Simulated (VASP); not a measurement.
## Si: single point with PBEsol

Crystal: Si.

```
CELL_PARAMETERS angstrom
2.66997 0.00000 0.00000
-1.33498 2.31226 0.00000
0.00000 0.00000 4.51740
ATOMIC_POSITIONS crystal
Si 0.33333 0.66667 0.25000
Si 0.66667 0.33333 0.75000
```

This isn't the form of Si at room conditions, which is diamond.

```
Program             : VASP 6.6.1
Task                : single point
Functional          : PBEsol
Potentials or basis : VASP PAW PBE potentials, release 64 (Si)
Cutoff              : 500 eV
k mesh              : 9 × 9 × 6
Occupations         : gaussian, width 0.1 eV
Spin                : no spin polarisation
```

```json
{
 "Pressure": "0.3 GPa",
 "Band gap on the k mesh": "zero (bands 4 and 5 overlap by 12.75 eV)"
}
```

Stress tensor (GPa, compression positive):
```
0.39 0.00 0.00
0.00 0.39 0.00
0.00 0.00 0.24
```

Levels at points of the mesh, in eV from the Fermi level:
```tsv
k point	band 1	band 2	band 3	band 4	band 5	band 6	band 7	band 8	band 9
(0.00, 0.00, 0.00)	-14.84	-8.25	-7.39	8.99	8.99	10.26	10.26	10.76	11.00
(0.00, 0.00, 0.50)	-13.07	-13.07	0.59	0.59	10.35	10.35	10.35	10.35	12.02
```

It took 6 s on 1 thread of Intel(R) Xeon(R) Platinum 8488C (Sapphire Rapids), on a shared host, peak memory 0.13 GiB.

Caveat: the PAW data sets were made with another functional, which shifts forces and pressure a little.
